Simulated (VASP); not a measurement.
# CdSe (I-4m2) in VASP: further runs

Runs on CdSe. Level: PBE. Tasks: single point.

All numbers are computed with VASP 6.6.1; they aren't measurements. Logs are shortened: lines on timing, memory, paths and dates and some standing lists are left out, and cuts for length are marked.

## 1. The cell of the first run

The structure is tetragonal, space group I-4m2 (No. 119). Conventional cell: a = 4.165 Å, b = 4.165 Å, c = 6.473 Å, α = 90.00°, β = 90.00°, γ = 90.00°. Within 3.5 Å of Cd (site symmetry -4m2) lie 4 Se at 2.64 Å. Within 3.5 Å of Se (site symmetry -4m2) lie 4 Cd at 2.64 Å.

## 2. Single point, PBE (epitaxial xy strain -4.0%)

INCAR

```
PREC = Accurate ; ENCUT = 520
EDIFF = 1E-6 ; ISMEAR = 0
SIGMA = 0.01 ; LREAL = False
LASPH = True ; NELM = 60
ALGO = Normal ; ISIF = 2
LWAVE = False ; LCHARG = False
GGA = PE ; NBANDS = 16
```

KPOINTS

```
Automatic mesh
0
Gamma
  4 4 4
```

POSCAR

```
CdSe
1.0
    0.0000000000      2.9450697268      3.2364023001
    2.9450697268      0.0000000000      3.2364023001
    2.9450697268      2.9450697268      0.0000000000
Cd Se
1 1
Direct
    0.0000000000      0.0000000000      0.0000000000
    0.2500000000      0.2500000000      0.2500000000
```

Potentials or basis: VASP PAW PBE potentials, release 64 (Cd, Se).

Started as:

```console
$ cat potpaw_PBE.64/Cd/POTCAR potpaw_PBE.64/Se/POTCAR > POTCAR
$ mpirun -np 1 vasp_std > vasp.out
```

OUTCAR:

```text
PREC = Accurate
   ENCUT = 520
   EDIFF = 1E-6
   ISMEAR = 0
   LREAL = False
   LASPH = True
   NELM = 60
   ISIF = 2
   GGA = PE

 ion  position               nearest neighbor table
   1  0.000  0.000  0.000-   2 2.64   2 2.64   2 2.64   2 2.64
   2  0.250  0.250  0.250-   1 2.64   1 2.64   1 2.64   1 2.64

  LATTYP: Found a body centered tetragonal cell.
 ALAT       =     4.1649575498
 C/A-ratio  =     1.5541105816

  Lattice vectors:

 A1 = (  -2.9450697268,   0.0000000000,   3.2364023001)
 A2 = (   2.9450697268,   0.0000000000,   3.2364023001)
 A3 = (   0.0000000000,   2.9450697268,  -3.2364023001)

Analysis of symmetry for initial positions (statically):
=====================================================================
 Subroutine PRICEL returns:
 Original cell was already a primitive cell.

 Routine SETGRP: Setting up the symmetry group for a
 body centered tetragonal supercell.

 Subroutine GETGRP returns: Found  8 space group operations
 (whereof  8 operations were pure point group operations)
 out of a pool of 16 trial point group operations.

The static configuration has the point symmetry D_2d.

Analysis of symmetry for dynamics (positions and initial velocities):
=====================================================================
 Subroutine PRICEL returns:
 Original cell was already a primitive cell.

 Routine SETGRP: Setting up the symmetry group for a
 body centered tetragonal supercell.

 Subroutine GETGRP returns: Found  8 space group operations
 (whereof  8 operations were pure point group operations)
 out of a pool of 16 trial point group operations.

The dynamic configuration has the point symmetry D_2d.

 Subroutine INISYM returns: Found  8 space group operations
 (whereof  8 operations are pure point group operations),
 and found     1 'primitive' translations

----------------------------------------------------------------------------------------

                                     Primitive cell

  volume of cell :      56.1415

  direct lattice vectors                    reciprocal lattice vectors
     0.000000000  2.945069727  3.236402300    -0.169775267  0.169775267  0.154492536
     2.945069727  0.000000000  3.236402300     0.169775267 -0.169775267  0.154492536
     2.945069727  2.945069727  0.000000000     0.169775267  0.169775267 -0.154492536

  length of vectors
     4.375812558  4.375812558  4.164957550     0.285508715  0.285508715  0.285508715

  position of ions in fractional coordinates (direct lattice)
     0.000000000  0.000000000  0.000000000
     0.250000000  0.250000000  0.250000000

  ion indices of the primitive-cell ions
   primitive index   ion index
                 1           1
                 2           2

----------------------------------------------------------------------------------------

 KPOINTS: Automatic mesh

Automatic generation of k-mesh.
 Grid dimensions read from file:
 generate k-points for:    4    4    4

 Generating k-lattice:

  Cartesian coordinates                     Fractional coordinates (reciprocal lattice)
    -0.042443817  0.042443817  0.038623134     0.250000000  0.000000000  0.000000000
     0.042443817 -0.042443817  0.038623134     0.000000000  0.250000000  0.000000000
     0.042443817  0.042443817 -0.038623134     0.000000000  0.000000000  0.250000000

  Length of vectors
     0.071377179  0.071377179  0.071377179

  Shift w.r.t. Gamma in fractional coordinates (k-lattice)
     0.000000000  0.000000000  0.000000000

 Subroutine IBZKPT returns following result:
 ===========================================

 Found     13 irreducible k-points:

 Following reciprocal coordinates:
            Coordinates               Weight
  0.000000  0.000000  0.000000      1.000000
  0.250000  0.000000  0.000000      8.000000
  0.500000  0.000000  0.000000      4.000000
  0.250000  0.250000  0.000000      2.000000
  0.500000  0.250000  0.000000      8.000000
 -0.250000  0.250000  0.000000      4.000000
  0.500000  0.500000  0.000000      1.000000
  0.250000  0.000000  0.250000      4.000000
  0.500000  0.000000  0.250000     16.000000
 -0.250000  0.000000  0.250000      8.000000
 -0.250000  0.500000  0.250000      4.000000
  0.500000  0.000000  0.500000      2.000000
 -0.250000  0.250000  0.500000      2.000000
   k-points           NKPTS =     13   k-points in BZ     NKDIM =     13   number of bands    NBANDS=     16
   number of dos      NEDOS =    301   number of ions     NIONS =      2
   total plane-waves  NPLWV =  41472
   dimension x,y,z NGX =    36 NGY =   36 NGZ =   32
   dimension x,y,z NGXF=    72 NGYF=   72 NGZF=   64
   ions per type =               1   1
   NGX,Y,Z   is equivalent  to a cutoff of  13.68, 13.68, 12.77 a.u.
   NGXF,Y,Z  is equivalent  to a cutoff of  27.35, 27.35, 25.55 a.u.
 SYSTEM =  unknown system
   PREC   = accura    normal or accurate (medium, high low for compatibility)
   ISTART =      0    job   : 0-new  1-cont  2-samecut
   ICHARG =      2    charge: 1-file 2-atom 10-const
   ISPIN  =      1    spin polarized calculation?
   LNONCOLLINEAR =      F non collinear calculations
   LSORBIT =      F    spin-orbit coupling
   LASPH  =      T    aspherical Exc in radial PAW
   ENCUT  =  520.0 eV  38.22 Ry    6.18 a.u.   8.14  8.14  7.74*2*pi/ulx,y,z
   NELM   =     60;   NELMIN=  2; NELMDL= -5     # of ELM steps
   EDIFF  = 0.1E-05   stopping-criterion for ELM
   LREAL  =      F    real-space projection
   EDIFFG = 0.1E-04   stopping-criterion for IOM
   NSW    =      0    number of steps for IOM
   IBRION =     -1    ionic relax: 0-MD 1-quasi-New 2-CG
   NFREE  =      0    steps in history (QN), initial steepest desc. (CG)
   ISIF   =      2    stress and relaxation
   ISYM   =      2    0-nonsym 1-usesym 2-fastsym
   POTIM  = 0.5000    time-step for ionic-motion
   TEBEG  =    0.0;   TEEND  =   0.0 temperature during run
   PSTRESS=    0.0 pullay stress
   NELECT =      18.0000    total number of electrons
   NUPDOWN=      -1.0000    fix difference up-down
   EMIN   =  10.00;   EMAX   =-10.00  energy-range for DOS
   EFERMI =   0.00;   METHOD = LEGACY
   ISMEAR =     0;   SIGMA  =   0.01  broadening in eV -4-tet -1-fermi 0-gaus
   EFERMI_NEDOS =   21; number of points for ismear=-14 and -15
   IALGO  =     38    algorithm
   IMIX   =      4    mixing-type and parameters
     AMIX     =   0.40;   BMIX     =  1.00
     AMIX_MAG =   1.60;   BMIX_MAG =  1.00
  volume/ion in A,a.u.               =      28.07       189.43
  Fermi-wavevector in a.u.,A,eV,Ry     =   1.120481  2.117402 17.081807  1.255477
  Thomas-Fermi vector in A             =   2.257128
   LORBIT       =      0    0 simple, 1 ext, 2 COOP (PROOUT), +10 PAW based schemes
   GGA     = PE    functional components
   LHFCALC =     F    Hartree Fock is set to
   AEXX    =    0.0000 exact exchange contribution
   IVDW    =     0    specifies the selected vdW correction
   LEPSILON=     F    determine dielectric tensor
   LRPA    =     F    only Hartree local field effects (RPA)
 non-spin polarized calculation
 Gauss-broadening in eV      SIGMA  =   0.01
  energy-cutoff  :      520.00
  volume of cell :       56.14
 maximum number of plane-waves:      1523
 NGX is ok and might be reduce to    36
   NGX = 17   NGY = 17   NGZ = 15

 number of electron      17.9999999 magnetization

 Free energy of the ion-electron system (eV)
  ---------------------------------------------------
  ext. energy  EPLUGINS =         0.00000000
  ---------------------------------------------------
  free energy    TOTEN  =        -5.39715375 eV

  energy without entropy =       -5.39715375  energy(sigma->0) =       -5.39715375

 E-fermi :   1.1418     XC(G=0):  -8.8916

 val. band max:        1.0905746141   @ k =   0.0000   0.0000   0.0000
 cond. band min:       1.5473737915   @ k =   0.0000   0.0000   0.0000
 fundamental gap:      0.4567991774
 Fermi energy:         1.1417974681

 k-point     1 :       0.0000    0.0000    0.0000
  band No.  band energies     occupation
      1     -11.5982      2.00000
      2      -7.0132      2.00000
      3      -6.9633      2.00000
      4      -6.9633      2.00000
      5      -6.6273      2.00000
      6      -6.6053      2.00000
[... 8 lines left out ...]
     15      11.3004      0.00000
     16      12.0490      0.00000

 k-point     2 :       0.2500    0.0000    0.0000
  band No.  band energies     occupation
      1     -11.4089      2.00000
      2      -6.9479      2.00000
      3      -6.9079      2.00000
      4      -6.7794      2.00000
      5      -6.6140      2.00000
      6      -6.6069      2.00000
[... 8 lines left out ...]
     15      11.2990      0.00000
     16      11.5352      0.00000

 k-point     3 :       0.5000    0.0000    0.0000
  band No.  band energies     occupation
      1     -11.2162      2.00000
      2      -6.9134      2.00000
      3      -6.8649      2.00000
      4      -6.6075      2.00000
      5      -6.5835      2.00000
      6      -6.3227      2.00000
[... 8 lines left out ...]
     15      12.8788      0.00000
     16      13.1845      0.00000

 k-point     4 :       0.2500    0.2500    0.0000
  band No.  band energies     occupation
      1     -11.3710      2.00000
      2      -6.8486      2.00000
      3      -6.8486      2.00000
      4      -6.8360      2.00000
      5      -6.6584      2.00000
      6      -6.5856      2.00000
[... 8 lines left out ...]
     15      13.1856      0.00000
     16      13.8825      0.00000
[... 115 lines left out ...]
 k-point    11 :      -0.2500    0.5000    0.2500
  band No.  band energies     occupation
      1     -11.1080      2.00000
      2      -6.8139      2.00000
      3      -6.7754      2.00000
      4      -6.6574      2.00000
      5      -6.6048      2.00000
      6      -6.1507      2.00000
[... 8 lines left out ...]
     15      13.4203      0.00000
     16      13.5765      0.00000

 k-point    12 :       0.5000    0.0000    0.5000
  band No.  band energies     occupation
      1     -11.0776      2.00000
      2      -6.8129      2.00000
      3      -6.7735      2.00000
      4      -6.6837      2.00000
      5      -6.5595      2.00000
      6      -6.2084      2.00000
[... 8 lines left out ...]
     15      12.5554      0.00000
     16      13.8207      0.00000

 k-point    13 :      -0.2500    0.2500    0.5000
  band No.  band energies     occupation
      1     -11.0782      2.00000
      2      -6.8344      2.00000
      3      -6.7814      2.00000
      4      -6.6431      2.00000
      5      -6.6213      2.00000
      6      -6.1028      2.00000
[... 8 lines left out ...]
     15      13.8896      0.00000
     16      14.9527      0.00000

------------------------ aborting loop because EDIFF is reached ----------------------------------------

  FORCE on cell =-STRESS in cart. coord.  units (eV):
  Direction    XX          YY          ZZ          XY          YZ          ZX
  --------------------------------------------------------------------------------------
  -------------------------------------------------------------------------------------
  Total        1.3499275      1.3499275      0.7256731      0.0000000      0.0000000      0.0000000
  in kB       38.5245311     38.5245311     20.7094208      0.0000000      0.0000000      0.0000000
  external PRESSURE =      32.5861610 kB  Pullay stress =       0.0000000 kB

 VOLUME and BASIS-vectors are now :
 -----------------------------------------------------------------------------
  energy-cutoff  :      520.00
  volume of cell :       56.14
      direct lattice vectors                 reciprocal lattice vectors
     0.000000000  2.945069727  3.236402300    -0.169775267  0.169775267  0.154492536
     2.945069727  0.000000000  3.236402300     0.169775267 -0.169775267  0.154492536
     2.945069727  2.945069727  0.000000000     0.169775267  0.169775267 -0.154492536

 POSITION                                       TOTAL-FORCE (eV/Angst)
 -----------------------------------------------------------------------------------
      0.00000      0.00000      0.00000         0.000000      0.000000      0.000000
      1.47253      1.47253      1.61820        -0.000000     -0.000000      0.000000
 -----------------------------------------------------------------------------------
    total drift:                               -0.000002     -0.000002      0.000001

  FREE ENERGIE OF THE ION-ELECTRON SYSTEM (eV)
  ---------------------------------------------------
  free  energy   TOTEN  =        -5.3971537518 eV

  energy  without entropy=       -5.3971537518  energy(sigma->0) =       -5.39715375
```

Wall time 20 s (1 thread of AMD EPYC 7R43 (Zen 3), shared host); peak memory 0.16 GiB.

Results:

| Item | Value |
| --- | --- |
| Free energy | -5.3972 eV |
| Pressure | 3.3 GPa |
| Band gap on the k mesh | 0.46 eV, direct |

Levels at points of the mesh, in eV from the valence-band top:
```
           k point  band 7  band 8  band 9  band 10  band 11  band 12
(0.00, 0.00, 0.00)   -0.35    0.00    0.00     0.46     5.85     5.85
(0.50, 0.00, 0.00)   -4.49   -1.08   -0.63     2.19     6.09     6.68
(0.50, 0.50, 0.00)   -4.54   -1.68   -1.68     3.25     4.15     8.43
(0.50, 0.00, 0.50)   -4.01   -2.14   -2.00     2.91     3.39     9.24
```

Caveat: the k points lie up to 0.45 Å⁻¹ apart; the cell differs from its parent crystal (epitaxial xy strain -4.0%).

## 3. Single point, PBE (epitaxial xy strain -3.0%)

INCAR

```
SYSTEM = CdSe
  PREC = Accurate
  ENCUT = 520
  EDIFF = 1E-6
  ISMEAR = 0
  SIGMA = 0.01
  LREAL = .False.
  LASPH = .True.
  NELM = 80
  ALGO = Normal
  ISIF = 2
  LWAVE = .False.
  LCHARG = .True.
  GGA = PE
  LELF = .True.
  LVHAR = .True.
  NBANDS = 16
```

KPOINTS

```
Automatic mesh
0
Gamma
  4 4 4
  0 0 0
```

POSCAR

```
CdSe
1.0
    0.0000000000      2.9757475364      3.1937139091
    2.9757475364      0.0000000000      3.1937139091
    2.9757475364      2.9757475364      0.0000000000
Cd Se
1 1
Direct
    0.0000000000      0.0000000000      0.0000000000
    0.2500000000      0.2500000000      0.2500000000
```

Potentials or basis: VASP PAW PBE potentials, release 64 (Cd, Se).

Started as:

```console
$ cat potpaw_PBE.64/Cd/POTCAR potpaw_PBE.64/Se/POTCAR > POTCAR
$ mpirun -np 1 vasp_std > vasp.out
```

It took 13 s on 1 thread of AMD EPYC 7R43 (Zen 3), shared host; peak memory 0.14 GiB.

The run converged. Its results:

| Property | Result |
| --- | --- |
| Free energy | -5.4137 eV |
| Pressure | 2.9 GPa |
| Band gap on the k mesh | 0.49 eV, direct |

Stress tensor (GPa, compression positive):
```
3.35 0.00 0.00
0.00 3.35 0.00
0.00 0.00 2.06
```

Levels at points of the mesh, in eV from the valence-band top:
| k point | band 6 | band 7 | band 8 | band 9 | band 10 | band 11 | band 12 | band 13 |
| --- | --- | --- | --- | --- | --- | --- | --- | --- |
| (0.00, 0.00, 0.00) | -7.65 | -0.25 | 0.00 | 0.00 | 0.49 | 5.86 | 5.86 | 5.88 |
| (0.50, 0.00, 0.00) | -7.37 | -4.43 | -0.98 | -0.65 | 2.25 | 6.16 | 6.61 | 7.34 |
| (0.50, 0.50, 0.00) | -7.38 | -4.40 | -1.71 | -1.71 | 3.22 | 4.05 | 8.58 | 10.14 |
| (0.50, 0.00, 0.50) | -7.27 | -4.00 | -2.05 | -1.95 | 2.98 | 3.47 | 9.19 | 9.59 |

Caveat: the k points lie up to 0.45 Å⁻¹ apart; the cell differs from its parent crystal (epitaxial xy strain -3.0%).
